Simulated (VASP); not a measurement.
# Ta: single point with PBEsol

System: Ta, a wire with vacuum.

```
CELL_PARAMETERS angstrom
22.70911 0.00000 0.00000
0.00000 22.70911 0.00000
0.00000 0.00000 2.37728
ATOMIC_POSITIONS crystal
Ta 0.31863 0.81863 0.00000
Ta 0.18137 0.31863 0.00000
Ta 0.68137 0.18137 0.00000
Ta 0.81863 0.68137 0.00000
```

* Program: VASP 6.6.1
* Task: single point
* Functional: PBEsol
* Potentials or basis: VASP PAW PBE potentials, release 64 (Ta_pv)
* Cutoff: 500 eV
* k mesh: 1 × 1 × 10
* Occupations: fermi-dirac, width 0.05 eV
* Spin: no spin polarisation
* Dipole correction: no
* Further INCAR settings: ALGO = Normal; EDIFF = 1e-06; NBANDS = 30

```yaml
Band_gap_on_the_k_mesh: zero (bands 22 and 23 overlap by 2.47 eV)
```

Levels at points of the mesh, in eV from the Fermi level:
```
           k point  band 19  band 20  band 21  band 22  band 23  band 24  band 25  band 26
(0.00, 0.00, 0.00)    -1.78    -1.78    -0.23    -0.23    -0.23    -0.23    -0.23    -0.23
(0.00, 0.00, 0.50)    -2.47    -2.47     2.24     2.24     2.24     2.24     2.25     2.25
```

Wall time 5.9 min on 1 thread of Intel(R) Xeon(R) Platinum 8259CL CPU @ 2.50GHz (Skylake/Cascade Lake) (shared host), peak memory 0.97 GiB.

Caveat: spin-orbit coupling is left out, which moves the levels of the heavy elements.
